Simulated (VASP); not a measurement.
# SnO2 in VASP: a series of runs

SnO2 is run at these levels: PBE; tasks: single point.

All numbers are computed with VASP 6.6.1; they aren't measurements. Logs are shortened: lines on timing, memory, paths and dates and some standing lists are left out, and cuts for length are marked.

### 1 The cell of the first run

The structure is orthorhombic, space group Pmn2_1 (No. 31). The conventional cell has a = 3.238 Å, b = 4.828 Å, c = 4.828 Å, α = 90.00°, β = 90.00°, γ = 90.00°. Within 2.8 Å of Sn (site symmetry m) lie 6 O at 2.08 to 2.15 Å. Within 3.3 Å of O (site symmetry m) lie 4 Sn at 2.10 to 3.28 Å and 12 O at 2.69 to 3.24 Å. O (site symmetry m) has 3 Sn at 2.08 to 2.12 Å and 1 O at 2.69 Å within 2.8 Å.

### 2 Single point, PBE (atoms displaced along a vibrational mode)

INCAR

```
SYSTEM = SnO2
ALGO = Normal ; EDIFF = 1E-6
ENCUT = 520 ; GGA = PE
ISIF = 2 ; ISMEAR = 0
LASPH = .True. ; LCHARG = .False.
LREAL = .False. ; LWAVE = .False.
NBANDS = 35 ; NELM = 100
PREC = Accurate ; SIGMA = 0.05
```

KPOINTS

```
k-points
0
Gamma
  6 6 8
  0 0 0
```

POSCAR

```
SnO2
1.0
    4.8277932898      0.0000000000      0.0000000000
    0.0000000000      4.8278069739      0.0000000000
    0.0000000000      0.0000000000      3.2379014683
Sn O
2 4
Direct
    0.4960558874      0.4949176847      0.5000000000
    0.0039507310     -0.0050874579      0.0000000000
    0.2539047650      0.3624121189      0.0000000000
    0.7853922640      0.1753169195      0.5000000000
    0.2460706811      0.8623916424      0.5000000000
    0.7145831821      0.6753373959      0.0000000000
```

Potentials or basis: VASP PAW PBE potentials, release 64 (Sn_d, O).

Started as:

```bash
cat potpaw_PBE.64/Sn_d/POTCAR potpaw_PBE.64/O/POTCAR > POTCAR
mpirun -np 1 vasp_std > vasp.out
```

OUTCAR:

```text
SYSTEM = SnO2
   EDIFF = 1E-6
   ENCUT = 520
   GGA = PE
   ISIF = 2
   ISMEAR = 0
   LASPH = .True.
   LREAL = .False.
   NELM = 100
   PREC = Accurate

 ion  position               nearest neighbor table
   1  0.496  0.495  0.500-   4 2.08   3 2.10   3 2.10   6 2.12   6 2.12   5 2.15   2 3.75   2 3.75
                             2 3.75   2 3.75
   2  0.004  0.995  0.000-   6 2.08   5 2.10   5 2.10   4 2.12   4 2.12   3 2.15   1 3.75   1 3.75
                             1 3.75   1 3.75
   3  0.254  0.362  0.000-   1 2.10   1 2.10   2 2.15
   4  0.785  0.175  0.500-   1 2.08   2 2.12   2 2.12
   5  0.246  0.862  0.500-   2 2.10   2 2.10   1 2.15
   6  0.715  0.675  0.000-   2 2.08   1 2.12   1 2.12

  LATTYP: Found a simple tetragonal cell.
 ALAT       =     4.8277932898
 C/A-ratio  =     0.6706793920

  Lattice vectors:

 A1 = (   4.8277932898,   0.0000000000,   0.0000000000)
 A2 = (   0.0000000000,   4.8278069739,   0.0000000000)
 A3 = (   0.0000000000,   0.0000000000,   3.2379014683)

Analysis of symmetry for initial positions (statically):
=====================================================================
 Subroutine PRICEL returns:
 Original cell was already a primitive cell.

 Routine SETGRP: Setting up the symmetry group for a
 simple tetragonal supercell.

 Subroutine GETGRP returns: Found  2 space group operations
 (whereof  2 operations were pure point group operations)
 out of a pool of 16 trial point group operations.

The static configuration has the point symmetry C_1h.

Analysis of symmetry for dynamics (positions and initial velocities):
=====================================================================
 Subroutine PRICEL returns:
 Original cell was already a primitive cell.

 Routine SETGRP: Setting up the symmetry group for a
 simple tetragonal supercell.

 Subroutine GETGRP returns: Found  2 space group operations
 (whereof  2 operations were pure point group operations)
 out of a pool of 16 trial point group operations.

The dynamic configuration has the point symmetry C_1h.

 Subroutine INISYM returns: Found  2 space group operations
 (whereof  2 operations are pure point group operations),
 and found     1 'primitive' translations

----------------------------------------------------------------------------------------

                                     Primitive cell

  volume of cell :      75.4679

  direct lattice vectors                    reciprocal lattice vectors
     4.827793290  0.000000000  0.000000000     0.207133972  0.000000000  0.000000000
     0.000000000  4.827806974  0.000000000     0.000000000  0.207133385  0.000000000
     0.000000000  0.000000000  3.237901468     0.000000000  0.000000000  0.308842011

  length of vectors
     4.827793290  4.827806974  3.237901468     0.207133972  0.207133385  0.308842011

  position of ions in fractional coordinates (direct lattice)
     0.496055887  0.494917685  0.500000000
     0.003950731  0.994912542  0.000000000
     0.253904765  0.362412119  0.000000000
     0.785392264  0.175316919  0.500000000
     0.246070681  0.862391642  0.500000000
     0.714583182  0.675337396  0.000000000

  ion indices of the primitive-cell ions
   primitive index   ion index
                 1           1
                 2           2
                 3           3
                 4           4
                 5           5
                 6           6

----------------------------------------------------------------------------------------

 KPOINTS: k-points

Automatic generation of k-mesh.
 Grid dimensions read from file:
 generate k-points for:    6    6    8

 Generating k-lattice:

  Cartesian coordinates                     Fractional coordinates (reciprocal lattice)
     0.034522329  0.000000000  0.000000000     0.166666667  0.000000000  0.000000000
     0.000000000  0.034522231  0.000000000     0.000000000  0.166666667  0.000000000
     0.000000000  0.000000000  0.038605251     0.000000000  0.000000000  0.125000000

  Length of vectors
     0.034522329  0.034522231  0.038605251

[... 45 lines left out ...]

 number of electron      51.9999996 magnetization

 Free energy of the ion-electron system (eV)
  ---------------------------------------------------
  ext. energy  EPLUGINS =         0.00000000
  ---------------------------------------------------
  free energy    TOTEN  =       -37.10717295 eV

  energy without entropy =      -37.10717295  energy(sigma->0) =      -37.10717295

 E-fermi :   5.6127     XC(G=0): -11.0124

 val. band max:        5.3039745429   @ k =   0.1667   0.0000   0.0000
 cond. band min:       6.3031559467   @ k =   0.0000   0.0000   0.0000
 fundamental gap:      0.9991814038
 Fermi energy:         5.6126624539

 k-point     1 :       0.0000    0.0000    0.0000
  band No.  band energies     occupation
      1     -15.4336      2.00000
      2     -14.8318      2.00000
      3     -14.6692      2.00000
      4     -14.6296      2.00000
      5     -14.6217      2.00000
      6     -14.5656      2.00000
[... 27 lines left out ...]
     34      16.7271      0.00000
     35      17.7860      0.00000

 k-point     2 :       0.1667    0.0000    0.0000
  band No.  band energies     occupation
      1     -15.3985      2.00000
      2     -14.8692      2.00000
      3     -14.6674      2.00000
      4     -14.6280      2.00000
      5     -14.6206      2.00000
      6     -14.5959      2.00000
[... 27 lines left out ...]
     34      17.3110      0.00000
     35      17.8543      0.00000

 k-point     3 :       0.0000    0.1667    0.0000
  band No.  band energies     occupation
      1     -15.3990      2.00000
      2     -14.8688      2.00000
      3     -14.6681      2.00000
      4     -14.6276      2.00000
      5     -14.6207      2.00000
      6     -14.5930      2.00000
[... 27 lines left out ...]
     34      17.1426      0.00000
     35      17.6708      0.00000
[... 723 lines left out ...]
 k-point    23 :       0.0000    0.1667    0.1250
  band No.  band energies     occupation
      1     -15.3430      2.00000
      2     -14.8398      2.00000
      3     -14.7429      2.00000
      4     -14.7182      2.00000
      5     -14.6381      2.00000
      6     -14.5760      2.00000
[... 27 lines left out ...]
     34      17.3544      0.00000
     35      17.3601      0.00000

 k-point    24 :       0.3333    0.0000    0.1250
  band No.  band energies     occupation
      1     -15.2550      2.00000
      2     -14.9736      2.00000
      3     -14.7408      2.00000
      4     -14.7102      2.00000
      5     -14.6251      2.00000
      6     -14.5890      2.00000
[... 27 lines left out ...]
     34      17.5935      0.00000
     35      18.0612      0.00000

 [... further k-points ...]

------------------------ aborting loop because EDIFF is reached ----------------------------------------

  FORCE on cell =-STRESS in cart. coord.  units (eV):
  Direction    XX          YY          ZZ          XY          YZ          ZX
  --------------------------------------------------------------------------------------
  -------------------------------------------------------------------------------------
  Total       -1.4398163     -0.6387724     -0.8586217      0.0000628      0.0000000      0.0000000
  in kB      -30.5671863    -13.5610878    -18.2284722      0.0013337      0.0000000      0.0000000
  external PRESSURE =     -20.7855821 kB  Pullay stress =       0.0000000 kB

 VOLUME and BASIS-vectors are now :
 -----------------------------------------------------------------------------
  energy-cutoff  :      520.00
  volume of cell :       75.47
      direct lattice vectors                 reciprocal lattice vectors
     4.827793290  0.000000000  0.000000000     0.207133972  0.000000000  0.000000000
     0.000000000  4.827806974  0.000000000     0.000000000  0.207133385  0.000000000
     0.000000000  0.000000000  3.237901468     0.000000000  0.000000000  0.308842011

 POSITION                                       TOTAL-FORCE (eV/Angst)
 -----------------------------------------------------------------------------------
      2.39486      2.38937      1.61895         0.110800      0.494056      0.000000
      0.01907      4.80325      0.00000        -0.111627      0.494794      0.000000
      1.22580      1.74966      0.00000         0.503441     -0.341757      0.000000
      3.79171      0.84640      1.61895         0.132687     -0.152769      0.000000
      1.18798      4.16346      1.61895        -0.502983     -0.341170      0.000000
      3.44986      3.26040      0.00000        -0.132317     -0.153154      0.000000
 -----------------------------------------------------------------------------------
    total drift:                                0.000032      0.001429     -0.000004

  FREE ENERGIE OF THE ION-ELECTRON SYSTEM (eV)
  ---------------------------------------------------
  free  energy   TOTEN  =       -37.1071729492 eV

  energy  without entropy=      -37.1071729492  energy(sigma->0) =      -37.10717295
```

Run time: 2.5 min. Hardware: 1 thread of Intel Xeon Platinum 8259CL at 2.50GHz (Skylake/Cascade Lake), shared host; peak memory 0.32 GiB.

What came out:

```
Free energy            : -37.1072 eV
Pressure               : -2.1 GPa
Largest force          : 0.608 eV/Å
Band gap on the k mesh : 1.00 eV (least direct gap 1.05 eV)
```

Forces in eV/Å, atoms in the order of the input:
```
Sn   0.111  0.494  0.000
Sn  -0.112  0.495  0.000
O    0.503 -0.342  0.000
O    0.133 -0.153  0.000
O   -0.503 -0.341  0.000
O   -0.132 -0.153  0.000
```

Levels at points of the mesh, in eV from the valence-band top:
```tsv
k point	band 23	band 24	band 25	band 26	band 27	band 28	band 29	band 30
(0.00, 0.00, 0.00)	-0.85	-0.42	-0.39	-0.05	1.00	5.49	6.28	6.65
(0.50, 0.00, 0.00)	-1.00	-0.82	-0.15	-0.08	3.57	3.82	6.39	6.57
(0.00, 0.50, 0.00)	-0.90	-0.90	-0.43	-0.43	4.10	4.10	7.53	7.53
(0.50, 0.50, 0.00)	-1.06	-1.06	-0.48	-0.48	4.36	4.36	7.19	7.19
(0.00, 0.00, 0.50)	-1.31	-1.31	-0.69	-0.69	5.46	5.46	9.14	9.14
(0.50, 0.00, 0.50)	-0.76	-0.76	-0.52	-0.52	5.76	5.76	7.87	7.87
(0.00, 0.50, 0.50)	-0.97	-0.97	-0.35	-0.35	5.56	5.56	7.41	7.41
(0.50, 0.50, 0.50)	-0.74	-0.74	-0.37	-0.37	4.41	4.41	8.68	8.68
```

Caveat: the cell differs from its parent crystal (atoms displaced along a vibrational mode); spin-orbit coupling is left out, which moves the levels of the heavy elements. A k mesh can miss the band edges.

### 3 Single point, PBE (atoms displaced along a vibrational mode)

INCAR

```
  PREC = Accurate
  ENCUT = 520
  EDIFF = 1E-7
  ISMEAR = 0
  SIGMA = 0.05
  LREAL = F
  LASPH = T
  NELM = 80
  ALGO = Normal
  ISIF = 2
  LWAVE = F
  LCHARG = F
  GGA = PE
  NBANDS = 35
```

KPOINTS

```
regular mesh
0
Gamma
  6 6 8
```

POSCAR

```
SnO2
1.0
    4.8277932898      0.0000000000      0.0000000000
    0.0000000000      4.8278069739      0.0000000000
    0.0000000000      0.0000000000      3.2379014683
Sn O
2 4
Direct
    0.4960558874      0.4949176847      0.5000000000
    0.0039507310     -0.0050874579      0.0000000000
    0.3031202983      0.3132027498      0.0000000000
    0.8346077973      0.2245262885      0.5000000000
    0.1968551479      0.8131822734      0.5000000000
    0.6653676488      0.7245467649      0.0000000000
```

Potentials or basis: VASP PAW PBE potentials, release 64 (Sn_d, O).

Started as:

```bash
cat potpaw_PBE.64/Sn_d/POTCAR potpaw_PBE.64/O/POTCAR > POTCAR
mpirun -np 1 vasp_std > vasp.out
```

It took 2.6 min on 1 thread of Intel Xeon Platinum 8259CL at 2.50GHz (Skylake/Cascade Lake), shared host; peak memory 0.32 GiB.

It converged, with:

| Quantity | Value |
| --- | --- |
| Free energy | -37.1900 eV |
| Pressure | 0.2 GPa |
| Largest force | 0.727 eV/Å |
| Band gap on the k mesh | 0.79 eV |

Forces on the atoms (eV/Å):
```
Sn   0.488  0.538  0.000
Sn  -0.489  0.538  0.000
O    0.169 -0.226  0.000
O   -0.356 -0.312  0.000
O   -0.169 -0.226  0.000
O    0.356 -0.312  0.000
```

Stress tensor (GPa, compression positive):
```
 0.61  0.00  0.00
 0.00 -0.97  0.00
 0.00  0.00  1.03
```

Levels at points of the mesh, in eV from the valence-band top:
```
           k point  band 23  band 24  band 25  band 26  band 27  band 28  band 29  band 30
(0.00, 0.00, 0.00)    -1.09    -0.72    -0.59     0.00     0.79     5.32     6.19     6.48
(0.50, 0.00, 0.00)    -1.28    -0.95    -0.62    -0.60     3.97     3.99     7.00     7.11
(0.00, 0.50, 0.00)    -1.08    -1.08    -0.41    -0.41     3.82     3.82     6.67     6.67
(0.50, 0.50, 0.00)    -1.22    -1.22    -0.77    -0.77     4.29     4.29     7.18     7.18
(0.00, 0.00, 0.50)    -1.49    -1.49    -1.05    -1.05     5.56     5.56     9.20     9.20
(0.50, 0.00, 0.50)    -0.97    -0.97    -0.61    -0.61     5.73     5.73     7.52     7.52
(0.00, 0.50, 0.50)    -0.96    -0.96    -0.66    -0.66     5.81     5.81     7.77     7.77
(0.50, 0.50, 0.50)    -0.89    -0.89    -0.63    -0.63     4.35     4.35     8.57     8.57
```

Caveat: the cell differs from its parent crystal (atoms displaced along a vibrational mode); spin-orbit coupling is left out, which moves the levels of the heavy elements.

### 4 Single point, PBE (atoms displaced along a vibrational mode)

INCAR

```
SYSTEM = SnO2
  PREC = Accurate
  ENCUT = 520
  EDIFF = 1E-6
  ISMEAR = 0
  SIGMA = 0.05
  LREAL = .FALSE.
  LASPH = .TRUE.
  NELM = 80
  ALGO = Normal
  ISIF = 2
  LWAVE = .FALSE.
  LCHARG = .FALSE.
  GGA = PE
  NBANDS = 35
```

KPOINTS

```
regular mesh
0
G
  6 6 8
  0 0 0
```

POSCAR

```
SnO2
1.0
    4.8277932898      0.0000000000      0.0000000000
    0.0000000000      4.8278069739      0.0000000000
    0.0000000000      0.0000000000      3.2379014683
Sn O
2 4
Direct
    0.5059145075      0.5076213321      0.5000000000
   -0.0059244324      0.0076290438      0.0000000000
    0.3301998442      0.2783261492      0.0000000000
    0.7829818591      0.1650961858      0.5000000000
    0.1698369763      0.7783568552      0.5000000000
    0.7170549614      0.6650654798      0.0000000000
```

Started as:

```bash
cat potpaw_PBE.64/Sn_d/POTCAR potpaw_PBE.64/O/POTCAR > POTCAR
mpirun -np 1 vasp_std > vasp.out
```

Run time: 2.2 min. Hardware: 1 thread of Intel Xeon Platinum 8259CL at 2.50GHz (Skylake/Cascade Lake), shared host; peak memory 0.32 GiB.

The run converged. Its results:

```yaml
Free_energy: -37.0841 eV
Pressure: 0.2 GPa
Largest_force: 0.962 eV/Å
Band_gap_on_the_k_mesh: 0.73 eV
```

Forces on the atoms (eV/Å):
```
Sn  -0.598 -0.752  0.000
Sn   0.599 -0.753  0.000
O   -0.443  0.377  0.000
O    0.268  0.375  0.000
O    0.442  0.377  0.000
O   -0.269  0.376  0.000
```

Stress tensor (GPa, compression positive):
```
 0.33  0.00  0.00
 0.00 -1.30  0.00
 0.00  0.00  1.47
```

Levels at points of the mesh, in eV from the valence-band top:
```
           k point  band 22  band 23  band 24  band 25  band 26  band 27  band 28  band 29  band 30  band 31
(0.00, 0.00, 0.00)    -1.19    -1.14    -0.80    -0.64     0.00     0.73     5.03     6.11     6.64     9.67
(0.50, 0.00, 0.00)    -1.84    -1.38    -0.93    -0.62    -0.62     3.83     3.87     6.78     6.82     9.36
(0.00, 0.50, 0.00)    -1.95    -1.10    -1.10    -0.50    -0.50     3.80     3.80     6.79     6.79    10.19
(0.50, 0.50, 0.00)    -1.83    -1.24    -1.24    -0.84    -0.84     4.17     4.17     7.12     7.12    10.26
(0.00, 0.00, 0.50)    -2.52    -1.56    -1.56    -1.11    -1.11     5.44     5.44     8.94     8.94     9.84
(0.50, 0.00, 0.50)    -1.72    -0.95    -0.95    -0.67    -0.67     5.60     5.60     7.51     7.51    10.04
(0.00, 0.50, 0.50)    -1.66    -1.09    -1.09    -0.64    -0.64     5.62     5.62     7.66     7.66    10.41
(0.50, 0.50, 0.50)    -2.31    -0.98    -0.98    -0.65    -0.65     4.26     4.26     8.36     8.36    10.26
```

Caveat: the cell differs from its parent crystal (atoms displaced along a vibrational mode); spin-orbit coupling is left out, which moves the levels of the heavy elements.

### 5 Single point, PBE (atoms displaced along a vibrational mode)

INCAR

```
SYSTEM = SnO2
PREC     = Accurate       ! precision mode
ENCUT    = 520            ! plane-wave cutoff, eV
EDIFF    = 1E-7           ! SCF threshold, eV
ISMEAR   = 0              ! smearing method
SIGMA    = 0.05           ! smearing width, eV
LREAL    = .FALSE.        ! projectors in reciprocal space
LASPH    = .TRUE.         ! aspherical terms in the spheres
NELM     = 80             ! most SCF steps
ALGO     = Normal         ! electronic algorithm
ISIF     = 2              ! what is computed and relaxed
LWAVE    = .FALSE.        ! write WAVECAR
LCHARG   = .TRUE.         ! write CHGCAR
GGA      = PE             ! functional
LELF     = .TRUE.         ! ELF
LVHAR    = .TRUE.       
NBANDS   = 35             ! bands
```

KPOINTS is that of step 4.

POSCAR

```
SnO2
1.0
    4.8277932898      0.0000000000      0.0000000000
    0.0000000000      4.8278069739      0.0000000000
    0.0000000000      0.0000000000      3.2379014683
Sn O
2 4
Direct
    0.5059145075      0.5076213321      0.5000000000
   -0.0059244324      0.0076290438      0.0000000000
    0.3055920776      0.3029308337      0.0000000000
    0.7583740925      0.1404915013      0.5000000000
    0.1944447429      0.8029615397      0.5000000000
    0.7416627280      0.6404607953      0.0000000000
```

Started as:

```bash
cat potpaw_PBE.64/Sn_d/POTCAR potpaw_PBE.64/O/POTCAR > POTCAR
mpirun -np 1 vasp_std > vasp.out
```

Wall time 2.1 min (1 thread of Intel Xeon 6975P-C (Granite Rapids), shared host); peak memory 0.32 GiB.

Results (log left out):

```
Free energy            : -37.0672 eV
Pressure               : -1.2 GPa
Largest force          : 0.780 eV/Å
Band gap on the k mesh : 0.86 eV
```

Forces on the atoms (eV/Å):
```
Sn  -0.302 -0.718  0.000
Sn   0.303 -0.718  0.000
O   -0.153  0.317  0.000
O    0.439  0.401  0.000
O    0.153  0.317  0.000
O   -0.439  0.402  0.000
```

Stress tensor (GPa, compression positive):
```
-1.56  0.00  0.00
 0.00 -1.54  0.00
 0.00  0.00 -0.36
```

Levels at points of the mesh, in eV from the valence-band top:
| k point | band 22 | band 23 | band 24 | band 25 | band 26 | band 27 | band 28 | band 29 | band 30 | band 31 |
| --- | --- | --- | --- | --- | --- | --- | --- | --- | --- | --- |
| (0.00, 0.00, 0.00) | -1.10 | -1.02 | -0.59 | -0.53 | 0.00 | 0.86 | 5.20 | 6.19 | 6.72 | 9.83 |
| (0.50, 0.00, 0.00) | -1.55 | -1.19 | -0.86 | -0.35 | -0.33 | 3.62 | 3.85 | 6.43 | 6.62 | 9.63 |
| (0.00, 0.50, 0.00) | -1.95 | -0.99 | -0.99 | -0.48 | -0.48 | 3.97 | 3.97 | 7.28 | 7.28 | 10.00 |
| (0.50, 0.50, 0.00) | -1.76 | -1.15 | -1.15 | -0.65 | -0.65 | 4.23 | 4.23 | 7.16 | 7.16 | 10.31 |
| (0.00, 0.00, 0.50) | -2.42 | -1.41 | -1.41 | -0.92 | -0.92 | 5.41 | 5.41 | 8.94 | 8.94 | 9.94 |
| (0.50, 0.00, 0.50) | -1.77 | -0.82 | -0.82 | -0.59 | -0.59 | 5.63 | 5.63 | 7.72 | 7.72 | 10.10 |
| (0.00, 0.50, 0.50) | -1.29 | -1.04 | -1.04 | -0.48 | -0.48 | 5.53 | 5.53 | 7.52 | 7.52 | 10.52 |
| (0.50, 0.50, 0.50) | -2.14 | -0.86 | -0.86 | -0.49 | -0.49 | 4.34 | 4.34 | 8.43 | 8.43 | 10.26 |

Caveat: the cell differs from its parent crystal (atoms displaced along a vibrational mode); spin-orbit coupling is left out, which moves the levels of the heavy elements.

### 6 Summary

```csv
cell,gap on the mesh (eV),pressure (GPa),largest force (eV/Å)
"as given, atomic positions A",1.00,-2.1,0.61
"as given, atomic positions B",0.79,0.2,0.73
"as given, atomic positions C",0.73,0.2,0.96
"as given, atomic positions D",0.86,-1.2,0.78
```

Alike in all rows: task single point; level PBE; potentials or basis VASP PAW PBE potentials, release 64 (Sn_d, O); no spin polarisation; k mesh 6 × 6 × 8; cutoff (eV) 520; smearing gaussian 0.05 eV.

Caveats: spin-orbit coupling is left out, which moves the levels of the heavy elements.

Absolute energies hang on the potentials; compare differences alone.
